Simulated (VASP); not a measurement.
Write the native input for VASP 6.6.1 that does the following.

| Quantity | Value |
| --- | --- |
| Task | relaxation of cell and atoms |
| Functional | PBE |
| Potentials or basis | VASP PAW PBE potentials, release 64 (Al, H) |
| Cutoff | 600 eV |
| k mesh | 12 × 12 × 8 |
| Occupations | gaussian, width 0.1 eV |
| Spin | no spin polarisation |
| Dipole correction | no |
| Further INCAR settings | ALGO = Normal; EDIFF = 1e-06; IBRION = 2; EDIFFG = -0.01; NSW = 100; ISIF = 3 |

The structure of AlH5 lies in POSCAR:

```
AlH5
1.0
    3.0661034148      0.0000000000      0.0000000000
   -1.5330517074      2.6553234479      0.0000000000
    0.0000000000      0.0000000000      5.1786279394
Al H
1 5
Direct
    0.3333333333      0.6666666667      0.0000000000
    0.6666666667      0.3333333333      0.5000000000
    0.4574767996      0.5425232004      0.5000000000
    0.4574767996      0.9149535993      0.5000000000
    0.0850464007      0.5425232004      0.5000000000
    0.0000000000      0.0000000000      0.5000000000
```

The input as run:

INCAR

```
PREC     = Accurate       # precision mode
ENCUT    = 600            # plane-wave cutoff, eV
EDIFF    = 1E-6           # SCF threshold, eV
ISMEAR   = 0              # smearing method
SIGMA    = 0.1            # smearing width, eV
LREAL    = False          # projectors in reciprocal space
LASPH    = True           # aspherical terms in the spheres
NELM     = 100            # most SCF steps
ALGO     = Normal         # electronic algorithm
ISIF     = 3              # what is computed and relaxed
LWAVE    = False          # write WAVECAR
LCHARG   = False          # write CHGCAR
GGA      = PE             # functional
IBRION   = 2              # ionic algorithm
NSW      = 100            # ionic steps
EDIFFG   = -0.01          # ionic threshold
```

KPOINTS

```
regular mesh
0
Gamma
  12 12 8
```

Potentials or basis: VASP PAW PBE potentials, release 64 (Al, H).

The run is started by

```sh
$ cat potpaw_PBE.64/Al/POTCAR potpaw_PBE.64/H/POTCAR > POTCAR
$ mpirun -np 1 vasp_std > vasp.out
```

It gave:

```yaml
Relaxed_volume: 6.97 Å³/atom
Relaxed_cell: a = 3.085 Å, b = 3.085 Å, c = 5.077 Å, α = 90.00°, β = 90.00°, γ = 120.00°
Space_group_after_relaxing_to_0.05_Å: P-6m2 (No. 187)
Energy_gained_by_relaxing: 0.7 meV/atom
Ionic_steps: 7
Pressure_after_relaxing: -0.2 GPa
Largest_force_after_relaxing: 0.008 eV/Å
Band_gap_on_the_k_mesh: zero (band 4 reaches 7.10 eV, above the bottom of band 5 at 1.52 eV)
```

Wall time 72 s on 1 thread of Intel(R) Xeon(R) Platinum 8488C (Sapphire Rapids) (shared host), peak memory 0.18 GiB.
